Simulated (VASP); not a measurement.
# TiO2 (P4_2/mnm) in VASP: further runs, part 2 of 2

VASP 6.6.1. The steps go on from the part before.

## (4) Single point, r2SCAN

This run uses another cell than the first one, of 10.40 Å³/atom.

The input, POSCAR:

```
TiO2
1.0
    4.5968534940      0.0000000000      0.0000000000
    0.0000000000      4.5968534940      0.0000000000
    0.0000000000      0.0000000000      2.9534912666
Ti O
2 4
Direct
    0.0000000000      0.0000000000      0.0000000000
    0.5000000000      0.5000000000      0.5000000000
    0.3046432220      0.3046432220      0.0000000000
    0.1953567780      0.8046432220      0.5000000000
    0.8046432220      0.1953567780      0.5000000000
    0.6953567780      0.6953567780      0.0000000000
```

The input, INCAR.step1:

```
SYSTEM = TiO2
  PREC = Accurate
  ENCUT = 520
  ISMEAR = 0
  SIGMA = 0.01
  LREAL = .False.
  LASPH = .True.
  NELM = 100
  NBANDS = 33
  GGA = PE
  ALGO = Normal
  EDIFF = 1E-4
  LWAVE = .True.
  LCHARG = .False.
```

The input, INCAR.step2:

```
SYSTEM = TiO2
  PREC = Accurate
  ENCUT = 520
  EDIFF = 1E-6
  ISMEAR = 0
  SIGMA = 0.01
  LREAL = .False.
  LASPH = .True.
  NELM = 100
  ALGO = Normal
  ISIF = 2
  LWAVE = .False.
  LCHARG = .False.
  METAGGA = R2SCAN
  LMIXTAU = .True.
  NBANDS = 33
  ISTART = 1
```

The input, KPOINTS:

```
regular mesh
0
Gamma
  6 6 8
  0 0 0
```

Started as:

```sh
$ cat potpaw_PBE.64/Ti_sv/POTCAR potpaw_PBE.64/O/POTCAR > POTCAR
$ cp INCAR.step1 INCAR
$ mpirun -np 1 vasp_std > vasp.out
$ cp INCAR.step2 INCAR
$ mpirun -np 1 vasp_std > vasp.out
```

Run time: 6.5 min. Hardware: 1 thread of Intel Xeon 8259CL, shared host; peak memory 0.23 GiB.

Results (log left out):

* Free energy: -69.7942 eV
* Pressure: 1.3 GPa
* Largest force: 0.038 eV/Å
* Band gap on the k mesh: 2.23 eV

Forces in eV/Å, atoms in the order of the input:
```
Ti   0.000  0.000  0.000
Ti   0.000  0.000  0.000
O   -0.027 -0.027  0.000
O    0.027 -0.027  0.000
O   -0.027  0.027  0.000
O    0.027  0.027  0.000
```

Stress tensor (GPa, compression positive):
```
1.05 0.00 0.00
0.00 1.05 0.00
0.00 0.00 1.78
```

Levels at points of the mesh, in eV from the valence-band top:
```tsv
k point	band 20	band 21	band 22	band 23	band 24	band 25	band 26	band 27	band 28	band 29
(0.00, 0.00, 0.00)	-2.07	-0.76	-0.49	-0.49	0.00	2.23	2.55	2.79	2.88	2.88
(0.50, 0.00, 0.00)	-3.15	-1.70	-1.70	-0.77	-0.77	2.92	2.92	3.41	3.41	3.95
(0.50, 0.50, 0.00)	-2.21	-1.38	-1.38	-1.13	-1.13	2.27	2.27	2.90	2.90	4.21
(0.00, 0.00, 0.50)	-2.88	-2.40	-2.40	-1.48	-1.48	3.33	3.33	3.59	3.59	4.05
(0.50, 0.00, 0.50)	-2.47	-2.08	-2.08	-1.09	-1.09	2.29	2.29	3.62	3.62	4.29
(0.50, 0.50, 0.50)	-2.86	-1.31	-1.31	-0.72	-0.72	2.97	2.97	3.60	3.60	3.64
```

Caveat: the PAW data sets were made with another functional, which shifts forces and pressure a little. A k mesh can miss the band edges.

## (5) Relaxation of cell and atoms, PBE

This run uses another cell than the first one, of 15.54 Å³/atom.

The input, INCAR:

```
  PREC = Accurate
  ENCUT = 600
  EDIFF = 1E-6
  ISMEAR = -1
  SIGMA = 0.02
  LREAL = False
  LASPH = True
  NELM = 100
  ALGO = Normal
  ISIF = 3
  LWAVE = False
  LCHARG = False
  GGA = PE
  IBRION = 2
  NSW = 80
  EDIFFG = -0.005
```

The input, KPOINTS:

```
Automatic mesh
0
Gamma
  4 4 6
```

The input, POSCAR:

```
TiO2
1.0
    5.2080859000      0.0000000000      0.0000000000
    0.0000000000      5.2080859000      0.0000000000
    0.0000000000      0.0000000000      3.4373366940
Ti O
2 4
Direct
    0.0000000000      0.0000000000      0.0000000000
    0.5000000000      0.5000000000      0.5000000000
    0.3050000000      0.3050000000      0.0000000000
    0.1950000000      0.8050000000      0.5000000000
    0.8050000000      0.1950000000      0.5000000000
    0.6950000000      0.6950000000      0.0000000000
```

Started as:

```sh
$ cat potpaw_PBE.64/Ti_sv/POTCAR potpaw_PBE.64/O/POTCAR > POTCAR
$ mpirun -np 1 vasp_std > vasp.out
```

It took 14 min on 1 thread of Intel Xeon 8259CL, shared host; peak memory 0.27 GiB.

The run converged. Its results:

```yaml
Free_energy: -53.7517 eV
Relaxed_volume: 10.67 Å³/atom
Relaxed_cell: a = 4.646 Å, b = 4.646 Å, c = 2.967 Å, α = 90.00°, β = 90.00°, γ = 90.00°
Space_group_after_relaxing_to_0.1_Å: P4_2/mnm (No. 136)
Energy_gained_by_relaxing: 822.5 meV/atom
Ionic_steps: 12
Pressure_after_relaxing: 0.0 GPa
Band_gap_on_the_k_mesh: 1.82 eV
```

Stress tensor (GPa, compression positive):
```
-0.04  0.00  0.00
 0.00 -0.04  0.00
 0.00  0.00  0.07
```

Step by step:
| step | energy change (eV) | largest force (eV/Å) | pressure (GPa) | volume (Å³) |
| --- | --- | --- | --- | --- |
| 1 | 0.0000 | 0.8153 | -37.50 | 93.23 |
| 2 | -2.0812 | 3.2692 | 80.67 | 52.16 |
| 3 | -4.9070 | 0.2326 | -3.34 | 65.54 |
| 4 | -4.9145 | 0.3069 | -1.26 | 64.94 |
| 5 | -4.9141 | 0.3712 | 0.55 | 64.44 |
| 6 | -4.9333 | 0.0964 | 0.51 | 64.04 |
| 7 | -4.9348 | 0.0047 | 0.57 | 63.90 |
| 8 | -4.9348 | 0.0191 | -0.74 | 64.26 |
| 9 | -4.9352 | 0.0117 | -0.11 | 64.07 |
| 10 | -4.9352 | 0.0115 | -0.04 | 64.06 |
| 11 | -4.9352 | 0.0115 | -0.02 | 64.07 |
| 12 | -4.9353 | 0.0010 | 0.00 | 64.05 |

Final structure:
```
Ti O
1.0
     4.64587    0.00000    0.00000
     0.00000    4.64587    0.00000
     0.00000    0.00000    2.96737
Ti O
2 4
Direct
  0.00000 0.00000 0.00000
  0.50000 0.50000 0.50000
  0.30501 0.30501 0.00000
  0.19499 0.80501 0.50000
  0.80501 0.19499 0.50000
  0.69499 0.69499 0.00000
```

Levels at points of the mesh, in eV from the valence-band top:
```
           k point  band 20  band 21  band 22  band 23  band 24  band 25  band 26  band 27  band 28
(0.00, 0.00, 0.00)    -1.89    -0.67    -0.43    -0.43     0.00     1.82     2.11     2.37     2.45
(0.50, 0.00, 0.00)    -2.98    -1.56    -1.56    -0.71    -0.71     2.47     2.47     2.93     2.93
(0.50, 0.50, 0.00)    -2.11    -1.25    -1.25    -1.04    -1.04     1.86     1.86     2.47     2.47
(0.00, 0.00, 0.50)    -2.74    -2.23    -2.23    -1.40    -1.40     2.87     2.87     3.12     3.12
(0.50, 0.00, 0.50)    -2.32    -1.98    -1.98    -0.98    -0.98     1.87     1.87     3.14     3.14
(0.50, 0.50, 0.50)    -2.71    -1.21    -1.21    -0.67    -0.67     2.52     2.52     3.13     3.13
```

Caveat: the volume moved by over 15 % at a fixed basis, so the end points are rough. A k mesh can miss the band edges.

## (6) Summary

```tsv
task	level	cell	k mesh	cutoff (eV)	smearing	gap on the mesh (eV)	pressure (GPa)	largest force (eV/Å)
single point	PBE	a = 4.643, b = 4.643, c = 2.964 Å, 6 atoms	4 × 4 × 6	520	fermi-dirac 0.02 eV	1.83	0.6	0.03
single point	r2SCAN	a = 4.597, b = 4.597, c = 2.953 Å, 6 atoms	6 × 6 × 8	520	fermi-dirac 0.02 eV	2.23	1.3	0.04
single point	r2SCAN	a = 4.597, b = 4.597, c = 2.953 Å, 6 atoms	6 × 6 × 8	520	gaussian 0.01 eV	2.23	1.3	0.04
relaxation of cell and atoms	PBE	relaxed from a = 5.208, b = 5.208, c = 3.437 Å, 6 atoms	4 × 4 × 6	600	fermi-dirac 0.02 eV	1.82	0.0	-
```

Alike in all rows: potentials or basis VASP PAW PBE potentials, release 64 (Ti_sv, O); no spin polarisation.

Caveats: the PAW data sets were made with another functional, which shifts forces and pressure a little (at least some runs); the volume moved by over 15 % at a fixed basis, so the end points are rough (at least some runs).

Total energies depend on the potentials used, so only differences within one code and one set of settings carry meaning.
